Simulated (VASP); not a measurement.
# Zr (P6_3/mmc) in VASP: notebook

Runs on Zr. Level: PBE. Tasks: electric field gradients.

All numbers are computed with VASP 6.6.1; they aren't measurements. Logs are shortened: lines on timing, memory, paths and dates and some standing lists are left out, and cuts for length are marked.

## (1) The cell of the first run

It takes space group P6_3/mmc (No. 194, hexagonal). Conventional cell: a = 3.232 Å, b = 3.232 Å, c = 5.301 Å, α = 90.00°, β = 90.00°, γ = 120.00°. Within 4.3 Å of Zr (site symmetry -6m2) lie 12 Zr at 3.23 to 3.24 Å.

## (2) Electric field gradients, PBE (zz strain of +3 %)

Input file INCAR:

```
SYSTEM = Zr
PREC     = Accurate       ! precision mode
ENCUT    = 520            ! plane-wave cutoff, eV
EDIFF    = 1E-8           ! SCF threshold, eV
ISMEAR   = -1             ! smearing method
SIGMA    = 0.08           ! smearing width, eV
LREAL    = .FALSE.        ! projectors in reciprocal space
LASPH    = .TRUE.         ! aspherical terms in the spheres
NELM     = 60             ! most SCF steps
ALGO     = Normal         ! electronic algorithm
ISIF     = 2              ! what is computed and relaxed
LWAVE    = .FALSE.        ! write WAVECAR
LCHARG   = .FALSE.        ! write CHGCAR
GGA      = PE             ! functional
LEFG     = .TRUE.       
NBANDS   = 19             ! bands
```

Input file KPOINTS:

```
regular mesh
0
G
  13 13 7
  0 0 0
```

Input file POSCAR:

```
Zr
1.0
    3.2319982225      0.0000000000      0.0000000000
   -1.6159991112      2.7989925656      0.0000000000
    0.0000000000      0.0000000000      5.3014100000
Zr
2
Direct
    0.3333333333      0.6666666667      0.2500000000
    0.6666666667      0.3333333333      0.7500000000
```

Potentials or basis: VASP PAW PBE potentials, release 64 (Zr_sv).

Command:

```
$ cat potpaw_PBE.64/Zr_sv/POTCAR > POTCAR
$ mpirun -np 1 vasp_std > vasp.out
```

OUTCAR:

```text
SYSTEM = Zr
   PREC = Accurate
   ENCUT = 520
   EDIFF = 1E-8
   ISMEAR = -1
   LREAL = .FALSE.
   LASPH = .TRUE.
   NELM = 60
   ISIF = 2
   GGA = PE

 ion  position               nearest neighbor table
   1  0.333  0.667  0.250-   2 3.24   2 3.24   2 3.24   2 3.24   2 3.24   2 3.24
   2  0.667  0.333  0.750-   1 3.24   1 3.24   1 3.24   1 3.24   1 3.24   1 3.24

  LATTYP: Found a hexagonal cell.
 ALAT       =     3.2319982225
 C/A-ratio  =     1.6402886496

  Lattice vectors:

 A1 = (   3.2319982225,   0.0000000000,   0.0000000000)
 A2 = (  -1.6159991112,   2.7989925656,   0.0000000000)
 A3 = (   0.0000000000,   0.0000000000,   5.3014100000)

Analysis of symmetry for initial positions (statically):
=====================================================================
 Subroutine PRICEL returns:
 Original cell was already a primitive cell.

 Routine SETGRP: Setting up the symmetry group for a
 hexagonal supercell.

 Subroutine GETGRP returns: Found 24 space group operations
 (whereof 12 operations were pure point group operations)
 out of a pool of 24 trial point group operations.

The static configuration has the point symmetry D_3d.
 The point group associated with its full space group is D_6h.

Analysis of symmetry for dynamics (positions and initial velocities):
=====================================================================
 Subroutine PRICEL returns:
 Original cell was already a primitive cell.

 Routine SETGRP: Setting up the symmetry group for a
 hexagonal supercell.

 Subroutine GETGRP returns: Found 24 space group operations
 (whereof 12 operations were pure point group operations)
 out of a pool of 24 trial point group operations.

The dynamic configuration has the point symmetry D_3d.
 The point group associated with its full space group is D_6h.

 Subroutine INISYM returns: Found 24 space group operations
 (whereof 12 operations are pure point group operations),
 and found     1 'primitive' translations

----------------------------------------------------------------------------------------

                                     Primitive cell

  volume of cell :      47.9584

  direct lattice vectors                    reciprocal lattice vectors
     3.231998223  0.000000000  0.000000000     0.309406111  0.178635701  0.000000000
    -1.615999111  2.798992566  0.000000000     0.000000000  0.357271403  0.000000000
     0.000000000  0.000000000  5.301410000     0.000000000  0.000000000  0.188629063

  length of vectors
     3.231998223  3.231998222  5.301410000     0.357271403  0.357271403  0.188629063

  position of ions in fractional coordinates (direct lattice)
     0.333333333  0.666666667  0.250000000
     0.666666667  0.333333333  0.750000000

  ion indices of the primitive-cell ions
   primitive index   ion index
                 1           1
                 2           2

----------------------------------------------------------------------------------------

 KPOINTS: regular mesh

Automatic generation of k-mesh.
 Grid dimensions read from file:
 generate k-points for:   13   13    7

 Generating k-lattice:

  Cartesian coordinates                     Fractional coordinates (reciprocal lattice)
     0.023800470  0.013741208  0.000000000     0.076923077  0.000000000  0.000000000
     0.000000000  0.027482416  0.000000000     0.000000000  0.076923077  0.000000000
     0.000000000  0.000000000  0.026947009     0.000000000  0.000000000  0.142857143

  Length of vectors
     0.027482416  0.027482416  0.026947009

  Shift w.r.t. Gamma in fractional coordinates (k-lattice)
     0.000000000  0.000000000  0.000000000

 Subroutine IBZKPT returns following result:
 ===========================================

 Found     84 irreducible k-points:

 Following reciprocal coordinates:
            Coordinates               Weight
  0.000000  0.000000  0.000000      1.000000
  0.076923 -0.000000  0.000000      6.000000
  0.153846 -0.000000  0.000000      6.000000
  0.230769 -0.000000  0.000000      6.000000
  0.307692 -0.000000  0.000000      6.000000
  0.384615 -0.000000  0.000000      6.000000
[... 16 lines left out ...]
  0.076923 -0.000000  0.142857     12.000000
  0.153846 -0.000000  0.142857     12.000000
 [... further k-points ...]
   k-points           NKPTS =     84   k-points in BZ     NKDIM =     84   number of bands    NBANDS=     19
   number of dos      NEDOS =    301   number of ions     NIONS =      2
   total plane-waves  NPLWV =  23040
   dimension x,y,z NGX =    24 NGY =   24 NGZ =   40
   dimension x,y,z NGXF=    48 NGYF=   48 NGZF=   80
   ions per type =               2
   NGX,Y,Z   is equivalent  to a cutoff of  12.35, 12.35, 12.54 a.u.
   NGXF,Y,Z  is equivalent  to a cutoff of  24.69, 24.69, 25.09 a.u.
 SYSTEM =  Zr
   PREC   = accura    normal or accurate (medium, high low for compatibility)
   ISTART =      0    job   : 0-new  1-cont  2-samecut
   ICHARG =      2    charge: 1-file 2-atom 10-const
   ISPIN  =      1    spin polarized calculation?
   LNONCOLLINEAR =      F non collinear calculations
   LSORBIT =      F    spin-orbit coupling
   LASPH  =      T    aspherical Exc in radial PAW
   ENCUT  =  520.0 eV  38.22 Ry    6.18 a.u.   6.01  6.01  9.86*2*pi/ulx,y,z
   NELM   =     60;   NELMIN=  2; NELMDL= -5     # of ELM steps
   EDIFF  = 0.1E-07   stopping-criterion for ELM
   LREAL  =      F    real-space projection
   EDIFFG = 0.1E-06   stopping-criterion for IOM
   NSW    =      0    number of steps for IOM
   IBRION =     -1    ionic relax: 0-MD 1-quasi-New 2-CG
   NFREE  =      0    steps in history (QN), initial steepest desc. (CG)
   ISIF   =      2    stress and relaxation
   ISYM   =      2    0-nonsym 1-usesym 2-fastsym
   POTIM  = 0.5000    time-step for ionic-motion
   TEBEG  =    0.0;   TEEND  =   0.0 temperature during run
   PSTRESS=    0.0 pullay stress
   NELECT =      24.0000    total number of electrons
   NUPDOWN=      -1.0000    fix difference up-down
   EMIN   =  10.00;   EMAX   =-10.00  energy-range for DOS
   EFERMI =   0.00;   METHOD = LEGACY
   ISMEAR =    -1;   SIGMA  =   0.08  broadening in eV -4-tet -1-fermi 0-gaus
   EFERMI_NEDOS =   21; number of points for ismear=-14 and -15
   IALGO  =     38    algorithm
   IMIX   =      4    mixing-type and parameters
     AMIX     =   0.40;   BMIX     =  1.00
     AMIX_MAG =   1.60;   BMIX_MAG =  1.00
  volume/ion in A,a.u.               =      23.98       161.82
  Fermi-wavevector in a.u.,A,eV,Ry     =   1.299742  2.456156 22.984721  1.689329
  Thomas-Fermi vector in A             =   2.430986
   LORBIT       =      0    0 simple, 1 ext, 2 COOP (PROOUT), +10 PAW based schemes
   GGA     = PE    functional components
   LHFCALC =     F    Hartree Fock is set to
   AEXX    =    0.0000 exact exchange contribution
   IVDW    =     0    specifies the selected vdW correction
   LEPSILON=     F    determine dielectric tensor
   LRPA    =     F    only Hartree local field effects (RPA)
 non-spin polarized calculation
  energy-cutoff  :      520.00
  volume of cell :       47.96
 maximum number of plane-waves:      1309
   NGX = 13   NGY = 13   NGZ = 19

 number of electron      24.0000001 magnetization

 Free energy of the ion-electron system (eV)
  ---------------------------------------------------
  ext. energy  EPLUGINS =         0.00000000
  ---------------------------------------------------
  free energy    TOTEN  =       -17.04965535 eV

  energy without entropy =      -17.00415400  energy(sigma->0) =      -17.02690468

 E-fermi :   8.6435     XC(G=0): -10.9481

 val. band max:        8.6429669985   @ k =   0.1538  -0.0000   0.0000
 cond. band min:       8.6519774452   @ k =   0.3077   0.2308   0.2857
 fundamental gap:      0.0090104466
 Fermi energy:         8.6434594663

 k-point     1 :       0.0000    0.0000    0.0000
  band No.  band energies     occupation
      1     -40.2178      2.00000
      2     -40.0963      2.00000
      3     -18.6588      2.00000
      4     -17.8687      2.00000
      5     -17.8687      2.00000
      6     -17.7991      2.00000
[... 11 lines left out ...]
     18      10.9544      0.00000
     19      13.0003      0.00000
[... 485 lines left out ...]
 k-point    24 :       0.1538   -0.0000    0.1429
  band No.  band energies     occupation
      1     -40.1885      2.00000
      2     -40.0900      2.00000
      3     -18.5630      2.00000
      4     -18.0099      2.00000
      5     -17.9452      2.00000
      6     -17.9078      2.00000
[... 11 lines left out ...]
     18      10.9071      0.00000
     19      13.2478      0.00000

 [... further k-points ...]

------------------------ aborting loop because EDIFF is reached ----------------------------------------

  FORCE on cell =-STRESS in cart. coord.  units (eV):
  Direction    XX          YY          ZZ          XY          YZ          ZX
  --------------------------------------------------------------------------------------
  -------------------------------------------------------------------------------------
  Total       -0.4833884     -0.4833884     -1.0918085     -0.0000000      0.0000000      0.0000000
  in kB      -16.1488846    -16.1488846    -36.4747914     -0.0000000      0.0000000      0.0000000
  external PRESSURE =     -22.9241869 kB  Pullay stress =       0.0000000 kB

 VOLUME and BASIS-vectors are now :
 -----------------------------------------------------------------------------
  energy-cutoff  :      520.00
  volume of cell :       47.96
      direct lattice vectors                 reciprocal lattice vectors
     3.231998223  0.000000000  0.000000000     0.309406111  0.178635701  0.000000000
    -1.615999111  2.798992566  0.000000000     0.000000000  0.357271403  0.000000000
     0.000000000  0.000000000  5.301410000     0.000000000  0.000000000  0.188629063

 POSITION                                       TOTAL-FORCE (eV/Angst)
 -----------------------------------------------------------------------------------
     -0.00000      1.86600      1.32535        -0.000000      0.000000      0.000000
      1.61600      0.93300      3.97606         0.000000     -0.000000      0.000000
 -----------------------------------------------------------------------------------
    total drift:                               -0.000000      0.000000     -0.000000

  FREE ENERGIE OF THE ION-ELECTRON SYSTEM (eV)
  ---------------------------------------------------
  free  energy   TOTEN  =       -17.0496553527 eV

  energy  without entropy=      -17.0041540045  energy(sigma->0) =      -17.02690468

 Electric field gradients (V/A^2)
---------------------------------------------------------------------
 ion       V_xx      V_yy      V_zz      V_xy      V_xz      V_yz
---------------------------------------------------------------------
   1     -12.001   -12.001    24.001     0.000     0.000    -0.000
   2     -12.001   -12.001    24.001     0.000    -0.000     0.000
---------------------------------------------------------------------

 Electric field gradients after diagonalization (V/A^2)
 (convention: |V_zz| > |V_xx| > |V_yy|)
----------------------------------------------------------------------
 ion       V_xx      V_yy      V_zz     asymmetry (V_yy - V_xx)/ V_zz
----------------------------------------------------------------------
   1     -12.001   -12.000    24.001       0.000
   2     -12.001   -12.000    24.001       0.000
----------------------------------------------------------------------

           NMR quadrupolar parameters

 Cq : quadrupolar parameter    Cq=e*Q*V_zz/h
 eta: asymmetry parameters     (V_yy - V_xx)/ V_zz
 Q  : nuclear electric quadrupole moment in mb (millibarn)
----------------------------------------------------------------------
 ion       Cq(MHz)       eta       Q (mb)
----------------------------------------------------------------------
   1       0.058       0.000       1.000
   2       0.058       0.000       1.000
----------------------------------------------------------------------
```

Wall time 78 s (1 thread of Intel Xeon 8259CL, shared host); peak memory 0.2 GiB.

What came out:

```
Free energy                             : -17.0497 eV
Pressure                                : -2.3 GPa
Band gap on the k mesh                  : zero (bands 12 and 13 overlap by 1.07 eV)
Largest electric field gradient by atom : Zr +24.0 V/Å²
```

Stress tensor (GPa, compression positive):
```
-1.61  0.00  0.00
 0.00 -1.61  0.00
 0.00  0.00 -3.65
```

Levels at points of the mesh, in eV from the Fermi level:
| k point | band 8 | band 9 | band 10 | band 11 | band 12 | band 13 | band 14 | band 15 | band 16 | band 17 |
| --- | --- | --- | --- | --- | --- | --- | --- | --- | --- | --- |
| (0.00, 0.00, 0.00) | -26.40 | -5.58 | -2.95 | 0.79 | 0.87 | 0.93 | 0.93 | 1.53 | 1.53 | 2.31 |

Electric field gradients, principal values (V/Å²):
| atom | least | middle | greatest (by size) |
| --- | --- | --- | --- |
| 1 Zr | -12.000 | -12.001 | 24.001 |
| 2 Zr | -12.000 | -12.001 | 24.001 |

Caveat: the cell differs from its parent crystal (zz strain of +3 %); without QUAD_EFG the Cq values of the log hold for a quadrupole moment of 1 mb, not for the nuclei.

(Part 1 of 2 ends here.)
